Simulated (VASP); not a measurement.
Here is a VASP 6.6.1 calculation.

The input INCAR:

```
SYSTEM = Ta
  PREC = Accurate
  ENCUT = 520
  EDIFF = 1E-6
  ISMEAR = -1
  SIGMA = 0.08
  LREAL = .FALSE.
  LASPH = .TRUE.
  NELM = 100
  ALGO = Normal
  ISIF = 2
  LWAVE = .FALSE.
  LCHARG = .TRUE.
  GGA = PE
  LELF = .TRUE.
  LVHAR = .TRUE.
  NBANDS = 18
```

The input KPOINTS:

```
regular mesh
0
G
  12 12 12
  0 0 0
```

The input POSCAR:

```
Ta
1.0
    3.3195547170      0.0000000000      0.0000000000
    0.0000000000      3.3195547170      0.0000000000
    0.0000000000      0.0000000000      3.3195547170
Ta
2
Direct
    0.0000000000      0.0000000000      0.0000000000
    0.5000000000      0.5000000000      0.5000000000
```

Potentials or basis: VASP PAW PBE potentials, release 64 (Ta_pv).

Run with:

```bash
$ cat potpaw_PBE.64/Ta_pv/POTCAR > POTCAR
$ mpirun -np 1 vasp_std > vasp.out
```

Question: What does it give for the band gap on the k mesh?

Answer: Zero (band 11 reaches 6.88 eV, above the bottom of band 12 at 4.14 eV).

Question: What does it give for the pressure?

Answer: 0.1 GPa.

Caveat: spin-orbit coupling is left out, which moves the levels of the heavy elements.
